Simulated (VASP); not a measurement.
**Au: single point with HSE06**

The system is Au.

```xyz
1
Lattice="-1.6403 1.6403 1.6403 1.6403 -1.6403 1.6403 1.6403 1.6403 -1.6403" Properties=species:S:1:pos:R:3 pbc="T T T"
Au    0.0000    0.0000    0.0000
```

This isn't the form of Au at room conditions, which is fcc.

```yaml
Program: VASP 6.6.1
Task: single point
Functional: HSE06
Potentials_or_basis: VASP PAW PBE potentials, release 64 (Au)
Cutoff: 520 eV
k_mesh: 6 × 6 × 6
Occupations: fermi-dirac, width 0.05 eV
Spin: no spin polarisation
Dipole_correction: no
Grid_for_exact_exchange_PRECFOCK: Normal
Further_INCAR_settings: ALGO = Normal; EDIFF = 1e-07; NBANDS = 12
Share_of_exact_exchange: 0.25
Screening_parameter: 0.2079 1/Å
```

The pressure is 0.1 GPa and the band gap on the k mesh is zero (an odd number of electrons rules out a gap without spin polarisation).

Levels at points of the mesh, in eV from the Fermi level:
```tsv
k point	band 3	band 4	band 5	band 6	band 7	band 8
(0.00, 0.00, 0.00)	-6.05	-6.05	-4.17	-4.17	17.33	17.33
(0.50, 0.00, 0.00)	-4.27	-3.93	-2.42	-0.75	3.77	13.07
(0.50, 0.50, 0.50)	-2.83	-2.83	-2.83	6.76	6.76	6.76
```

It took 7.5 min on 1 thread of Intel(R) Xeon(R) Platinum 8259CL CPU @ 2.50GHz (Skylake/Cascade Lake), on a shared host, peak memory 0.24 GiB.

Caveat: the k points lie up to 0.45 Å⁻¹ apart, too coarse for converged energies and pressures of a metal; the PAW data sets were made with another functional, which shifts forces and pressure a little; spin-orbit coupling is left out, which moves the levels of the heavy elements.
